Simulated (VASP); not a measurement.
BN: single point with PBE+D3(BJ)

Crystal: BN.

```
CELL_PARAMETERS angstrom
0.00000 2.84288 2.49365
1.25144 0.00000 2.49365
1.25144 2.84288 0.00000
ATOMIC_POSITIONS crystal
B 0.00399 0.00399 0.99601
N 0.66271 0.66271 0.33729
```

This cell differs from its parent crystal: strain +e along x and -e along y +0.0733, strain +e along z and -e/2 along x and y +0.1500.

- Program: VASP 6.6.1
- Task: single point
- Functional: PBE
- Dispersion: D3(BJ)
- Potentials or basis: VASP PAW PBE potentials, release 64 (B, N)
- Cutoff: 600 eV
- k mesh: 12 × 12 × 12
- Occupations: gaussian, width 0.05 eV
- Spin: no spin polarisation
- Dipole correction: no
- Further INCAR settings: ALGO = Normal; EDIFF = 1e-06; NBANDS = 11

* Pressure: -32.7 GPa
* Largest force: 0.031 eV/Å
* Band gap on the k mesh: 2.04 eV (least direct gap 4.05 eV)
* Dispersion energy per atom: -0.147 eV

Forces on the atoms (eV/Å):
```
B    0.000  0.000 -0.031
N    0.000  0.000  0.031
```

Stress tensor (GPa, compression positive):
```
-12.61   0.00   0.00
  0.00  11.58   0.00
  0.00   0.00 -97.05
```

Levels at points of the mesh, in eV from the valence-band top:
```
           k point  band 2  band 3  band 4  band 5  band 6  band 7
(0.00, 0.00, 0.00)   -2.41   -2.14   -1.85    3.86    8.32   10.78
(0.50, 0.00, 0.00)   -8.62   -4.61   -0.83    3.60    6.23   12.91
(0.50, 0.50, 0.00)   -9.14   -3.23   -0.42    6.66    9.00   11.05
(0.50, 0.00, 0.50)   -6.67   -2.05   -1.94    6.00    9.08   10.99
(0.00, 0.50, 0.50)   -8.16   -3.58   -3.48    2.04    9.74   13.95
```

It took 2.3 min on 1 thread of Intel Xeon 8259CL (shared host), peak memory 0.21 GiB.

Caveat: the cell differs from its parent crystal (strain +e along x and -e along y +0.0733, strain +e along z and -e/2 along x and y +0.1500); the stress differs along the axes, from -97 to 12 GPa. A k mesh can miss the band edges.
